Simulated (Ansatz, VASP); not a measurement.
# Be2C: VASP beside Ansatz

File POSCAR:

```
Be2C
1.0
    0.0000000000      2.1650005600      2.1650005600
    2.1650005600      0.0000000000      2.1650005600
    2.1650005600      2.1650005600      0.0000000000
Be C
2 1
Direct
    0.2500000000      0.2500000000      0.2500000000
    0.7500000000      0.7500000000      0.7500000000
    0.0000000000      0.0000000000      0.0000000000
```

File INCAR.step1:

```
SYSTEM = Be2C
ALGO = Normal ; EDIFF = 1E-5
ENCUT = 520 ; GGA = PE
GGA_COMPAT = .False. ; ISIF = 2
ISMEAR = 0 ; LASPH = .True.
LCHARG = .False. ; LREAL = .False.
LWAVE = .True. ; NBANDS = 11
NELM = 120 ; PREC = Accurate
SIGMA = 0.05
```

INCAR.step2

```
SYSTEM = Be2C
AEXX = 0.1 ; ALGO = Normal
EDIFF = 1E-6 ; ENCUT = 520
GGA = PE ; GGA_COMPAT = .False.
HFSCREEN = 0.20787 ; ISIF = 2
ISMEAR = 0 ; ISTART = 1
LASPH = .True. ; LCHARG = .False.
LHFCALC = .True. ; LREAL = .False.
LWAVE = .False. ; NBANDS = 11
NELM = 120 ; PREC = Accurate
PRECFOCK = Normal ; SIGMA = 0.05
```

Contents of KPOINTS:

```
k-points
0
Gamma
  6 6 6
  0 0 0
```

Input for Ansatz:

```yaml
crystal:
  lattice:
    - [0.0, 2.16500056, 2.16500056]
    - [2.16500056, 0.0, 2.16500056]
    - [2.16500056, 2.16500056, 0.0]
  atoms:
    - { symbol: Be, position: [0.25, 0.25, 0.25] }
    - { symbol: Be, position: [0.75, 0.75, 0.75] }
    - { symbol: C, position: [0.0, 0.0, 0.0] }
basis:
  ecutwfc: 420
  ecutrho_ratio: 4
kpoints:
  mp_grid: { grid: [6, 6, 6] }
hamiltonian:
  xc: { preset: hse06, exx: { coeff: 0.1, omega: 0.20787 } }
scf:
  occupations: { method: gaussian, width: 0.05 }
  n_extra_bands: 10
output:
  forces: true
  stress: true
  eigenvalues: true
  populations: true
  dos: { projected: true, de: 0.02 }
  write_density: true
  write_potential: true
  elf: true
  volumetric_format: npy
```

Alike in both runs: task single point; functional PBE-based screened hybrid with a share of 0.1 of exact exchange and HFSCREEN = 0.20787; k mesh 6 × 6 × 6; occupations gaussian, width 0.05 eV; no spin polarisation.

|  | VASP | Ansatz |
| --- | --- | --- |
| version | VASP 6.6.1 | Ansatz 0.2.0 |
| potentials or method | VASP PAW PBE potentials, release 64 (Be, C), cutoff 520 eV | scalar-relativistic, plane waves, PAW |
| valence electrons in the cell | 8 | 8 |

VASP gave:

```
gap on the k mesh at the Fermi level (eV) : 1.44
least direct gap on the mesh (eV)         : 4.51
pressure (GPa)                            : -1.2
```

**Question.** What did Ansatz give for the same quantities?

**Answer.** gap on the k mesh at the Fermi level (eV): 1.46; least direct gap on the mesh (eV): 4.52; pressure (GPa): -1.6.

VASP's potentials were made for PBE, not for PBE-based screened hybrid. Ansatz's warnings: stress exchange threshold loose, stress scf threshold loose.
